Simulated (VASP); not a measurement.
Crystal: BeGe3.

```xyz
4
Lattice="3.9024 0.0000 0.0000 0.0000 3.9024 0.0000 0.0000 0.0000 3.9024" Properties=species:S:1:pos:R:3 pbc="T T T"
Be    0.0000    0.0000    0.0000
Ge    0.0000    1.9512    1.9512
Ge    1.9512    0.0000    1.9512
Ge    1.9512    1.9512    0.0000
```

```yaml
Program: VASP 6.6.1
Task: relaxation of cell and atoms
Functional: PBE
Potentials_or_basis: VASP PAW PBE potentials, release 64 (Be, Ge_d)
Cutoff: 600 eV
k_mesh: 4 × 4 × 4
Occupations: gaussian, width 0.1 eV
Spin: no spin polarisation
```

At the start: pressure 10.3 GPa; volume 14.86 Å³/atom.

**Question.** Where does the relaxation end?

**Answer.** Over 3 steps the energy falls by 56.1 meV/atom and the volume is 16.73 Å³/atom (+12.6 %); space group Pm-3m (No. 221, to 0.1 Å) before and after.

The path:
| step | energy change (eV) | largest force (eV/Å) | pressure (GPa) | volume (Å³) |
| --- | --- | --- | --- | --- |
| 1 | 0.0000 | 0.0000 | 10.33 | 59.43 |
| 2 | -0.2211 | 0.0000 | -1.16 | 68.06 |
| 3 | -0.2245 | 0.0000 | 0.10 | 66.93 |

Final structure:
```yaml
crystal:
  lattice:
    - [4.06017, 0.00000, 0.00000]
    - [0.00000, 4.06017, 0.00000]
    - [0.00000, 0.00000, 4.06017]
  atoms:
    - { symbol: Be, position: [0.00000, 0.00000, 0.00000] }
    - { symbol: Ge, position: [0.00000, 0.50000, 0.50000] }
    - { symbol: Ge, position: [0.50000, 0.00000, 0.50000] }
    - { symbol: Ge, position: [0.50000, 0.50000, 0.00000] }
```

Caveat: the k points lie up to 0.39 Å⁻¹ apart in the final cell, too coarse for converged energies and pressures of a metal.
